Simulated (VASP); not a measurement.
A run of VASP 6.6.1 is set up as follows.

INCAR

```
ALGO = Normal
EDIFF = 1E-7
EDIFFG = -0.04
ENCUT = 600
GGA = PE
IBRION = 2
ISIF = 3
ISMEAR = 0
LASPH = T
LCHARG = F
LREAL = F
LWAVE = F
NELM = 80
NSW = 90
PREC = Accurate
SIGMA = 0.1
```

File KPOINTS:

```
k-points
0
Gamma
  4 4 4
```

File POSCAR:

```
HfAl3O4
1.0
    4.8419937200      0.0000000000      0.0000000000
    0.0000000000      4.8419937200      0.0000000000
    0.0000000000      0.0000000000      4.8419937200
Hf Al O
1 3 4
Direct
    0.0000000000      0.0000000000      0.0000000000
    0.0000000000      0.0000000000      0.5000000000
    0.0000000000      0.5000000000      0.0000000000
    0.5000000000      0.0000000000      0.0000000000
    0.7435122700      0.7435122700      0.2564877300
    0.7435122700      0.2564877300      0.7435122700
    0.2564877300      0.7435122700      0.7435122700
    0.2564877300      0.2564877300      0.2564877300
```

Potentials or basis: VASP PAW PBE potentials, release 64 (Hf_pv, Al, O).

Launch:

```bash
$ cat potpaw_PBE.64/Hf_pv/POTCAR potpaw_PBE.64/Al/POTCAR potpaw_PBE.64/O/POTCAR > POTCAR
$ mpirun -np 1 vasp_std > vasp.out
```

**Question.** What does it give for the space group after relaxing (to 0.05 Å)?

**Answer.** P-43m (No. 215).

**Question.** Estimate the relaxed cell.

**Answer.** a = 5.874 Å, b = 5.874 Å, c = 5.874 Å, α = 90.00°, β = 90.00°, γ = 90.00°.

**Question.** What does it give for the relaxed volume?

**Answer.** 25.33 Å³/atom.

Final structure:
```
CELL_PARAMETERS angstrom
5.87403 0.00000 0.00000
0.00000 5.87403 0.00000
0.00000 0.00000 5.87403
ATOMIC_POSITIONS crystal
Hf 0.00000 0.00000 0.00000
Al 0.00000 0.00000 0.50000
Al 0.00000 0.50000 0.00000
Al 0.50000 0.00000 0.00000
O 0.80808 0.80808 0.19192
O 0.80808 0.19192 0.80808
O 0.19192 0.80808 0.80808
O 0.19192 0.19192 0.19192
```

Caveat: the volume moved by over 15 % at a fixed basis, so the end points are rough; an odd number of electrons without spin polarisation forces a metal; a magnetic or distorted state may lie lower.
